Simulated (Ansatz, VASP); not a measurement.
One calculation of LiZr4N, two programs

```
CELL_PARAMETERS angstrom
3.19899 0.00000 0.00000
-1.59949 2.77041 0.00000
0.00000 0.00000 13.42290
ATOMIC_POSITIONS crystal
Li 0.00000 0.00000 0.00000
Zr 0.66667 0.33333 0.40169
Zr 0.33333 0.66667 0.59831
Zr 0.66667 0.33333 0.79623
Zr 0.33333 0.66667 0.20377
N 0.00000 0.00000 0.50000
```

Alike in both runs: functional PBE; k mesh 12 × 12 × 4; occupations gaussian, width 0.1 eV; no spin polarisation.

Ansatz relaxed the structure, and its values are those at the end. VASP's run is a single point on that final structure, the one shown.

|  | VASP | Ansatz |
| --- | --- | --- |
| version | VASP 6.6.1 | Ansatz 0.2.0 |
| potentials or method | VASP PAW PBE potentials, release 64 (Li_sv, Zr_sv, N), cutoff 520 eV | scalar-relativistic, plane waves, PAW |
| valence electrons in the cell | 56 | 56 |

Ansatz gave:

| Property | Result |
| --- | --- |
| gap on the k mesh at the Fermi level (eV) | none |
| rms of the force components (eV/Å) | 0.000 |

Q: Estimate VASP's values.

A: gap on the k mesh at the Fermi level (eV): none; rms of the force components (eV/Å): 0.008.

A gap of «none» marks a metal or a gap that the smearing closes. The functional is the same, so the differences come from potentials, cutoffs and numerics.

Noted on VASP's run: the cutoff is under 1.25 times that of the potentials, so the pressure is a little rough.
